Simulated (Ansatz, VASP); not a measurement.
# One calculation of Sn, two programs

File INCAR:

```
  ALGO = Normal
  EDIFF = 1E-6
  EDIFFG = -0.001
  ENCUT = 600
  IBRION = 2
  ISIF = 3
  ISMEAR = -1
  LASPH = True
  LCHARG = False
  LREAL = False
  LWAVE = False
  NELM = 100
  NSW = 80
  PREC = Accurate
  SIGMA = 0.15
```

KPOINTS

```
k-points
0
Gamma
  12 12 12
```

POSCAR

```
Sn
1.0
    0.0000000000      3.2370442832      3.2370442832
    3.2370442832      0.0000000000      3.2370442832
    3.2370442832      3.2370442832      0.0000000000
Sn
2
Direct
    0.5000000000      0.5000000000      0.5000000000
    0.7500000000      0.7500000000      0.7500000000
```

Input for Ansatz:

```yaml
crystal:
  lattice:
    - [0.0, 3.2370442832, 3.2370442832]
    - [3.2370442832, 0.0, 3.2370442832]
    - [3.2370442832, 3.2370442832, 0.0]
  atoms:
    - { symbol: Sn, position: [0.5, 0.5, 0.5] }
    - { symbol: Sn, position: [0.75, 0.75, 0.75] }
basis:
  ecutwfc: 420
kpoints:
  mp_grid: { grid: [12, 12, 12] }
hamiltonian:
  xc: lda
scf:
  occupations: { method: fermi_dirac, width: 0.15 }
output:
  forces: true
  stress: true
  eigenvalues: true
relax:
  adjacent_minimum: "off"
  f_tol: 0.001
  max_steps: 60
  cell: { stress_tol: 0.01 }
```

Alike in both runs: task relaxation of cell and atoms; functional LDA; k mesh 12 × 12 × 12; occupations fermi-dirac, width 0.15 eV; no spin polarisation.

```csv
,VASP,Ansatz
version,VASP 6.6.1,Ansatz 0.2.0
potentials or method,"VASP PAW LDA potentials, release 64 (Sn_d), cutoff 600 eV","scalar-relativistic, plane waves, PAW"
valence electrons in the cell,28,28
```

Ansatz gave:

```
gap on the k mesh at the Fermi level, each at its own relaxed structure (eV) : none
relaxed volume (Å³/atom)                                                     : 33.95
relaxed cell length with the largest relative difference (Å)                 : 4.579
```

Task: Estimate VASP's values.

Result: gap on the k mesh at the Fermi level, each at its own relaxed structure (eV): none; relaxed volume (Å³/atom): 33.99; relaxed cell length with the largest relative difference (Å): 4.581.

LDA's correlation is that of Perdew and Zunger in VASP and of Perdew and Wang (1992) in Ansatz. A gap of «none» marks a metal or a gap that the smearing closes.
